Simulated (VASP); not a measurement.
Here is a VASP 6.6.1 calculation.

INCAR

```
SYSTEM = SnO2
ALGO = Normal
EDIFF = 1E-6
ENCUT = 520
GGA = PE
ISIF = 2
ISMEAR = 0
IVDW = 12
LASPH = .True.
LCHARG = .False.
LREAL = .False.
LWAVE = .False.
NBANDS = 35
NELM = 60
PREC = Accurate
SIGMA = 0.05
```

The input KPOINTS:

```
k-points
0
Gamma
  8 6 6
  0 0 0
```

Contents of POSCAR:

```
SnO2
1.0
    1.6186264610     -2.8035432689      0.0000000000
    1.6186264610      0.9345144230      4.2918257460
   -4.8558793830     -2.8035432689      0.0000000000
Sn O
2 4
Direct
    0.5000000000      0.4385267298     -0.0188144674
    0.0000000000      0.5614732702      0.5188144674
    0.5000000000      0.7536670303      0.7751600430
    1.0000000000      0.7079330855      0.2120399956
    0.5000000000      0.2920669145      0.2879600044
    1.0000000000      0.2463329697      0.7248399570
```

Potentials or basis: VASP PAW PBE potentials, release 64 (Sn_d, O).

The run is started by

```sh
$ cat potpaw_PBE.64/Sn_d/POTCAR potpaw_PBE.64/O/POTCAR > POTCAR
$ mpirun -np 1 vasp_std > vasp.out
```

What does it give for the band gap on the k mesh?

1.08 eV (least direct gap 1.16 eV).

Predict the largest force.

0.579 eV/Å.

Forces in eV/Å, atoms in the order of the input:
```
Sn  -0.141 -0.082  0.556
Sn   0.141  0.082 -0.556
O    0.150  0.087 -0.042
O   -0.035 -0.020 -0.116
O    0.035  0.020  0.116
O   -0.150 -0.087  0.042
```

Caveat: the cell differs from its parent crystal (atoms displaced along a vibrational mode); spin-orbit coupling is left out, which moves the levels of the heavy elements. A k mesh can miss the band edges.
